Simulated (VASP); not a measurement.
A run of VASP 6.6.1:

The input INCAR:

```
  PREC = Accurate
  ENCUT = 520
  EDIFF = 1E-7
  ISMEAR = 0
  SIGMA = 0.01
  LREAL = False
  LASPH = True
  NELM = 80
  ALGO = Normal
  ISIF = 2
  LWAVE = False
  LCHARG = True
  GGA = PS
  LELF = True
  LVHAR = True
  NBANDS = 16
```

File KPOINTS:

```
regular mesh
0
Gamma
  6 6 6
```

Contents of POSCAR:

```
MgO
1.0
    3.5435418977      0.0000000000      0.0000000000
   -1.7717709488      3.0687973890      0.0000000000
    0.0000000000      0.0000000000      4.2465456510
Mg O
2 2
Direct
    0.6666666667      0.3333333333      0.7500000000
    0.3333333333      0.6666666667      0.2500000000
    0.6666666667      0.3333333333      0.2500000000
    0.3333333333      0.6666666667      0.7500000000
```

Potentials or basis: VASP PAW PBE potentials, release 64 (Mg, O).

Run with:

```console
$ cat potpaw_PBE.64/Mg/POTCAR potpaw_PBE.64/O/POTCAR > POTCAR
$ mpirun -np 1 vasp_std > vasp.out
```

Hardware: 1 thread of AMD EPYC 7R13 Processor (Zen 3), on a shared host.

**Question.** How long does it take, and how much memory?

**Answer.** Run time: 24 s on 1 thread of AMD EPYC 7R13 Processor (Zen 3), with other jobs on the host, peak memory 0.14 GiB. Counts: scf iterations 14, k points 28.
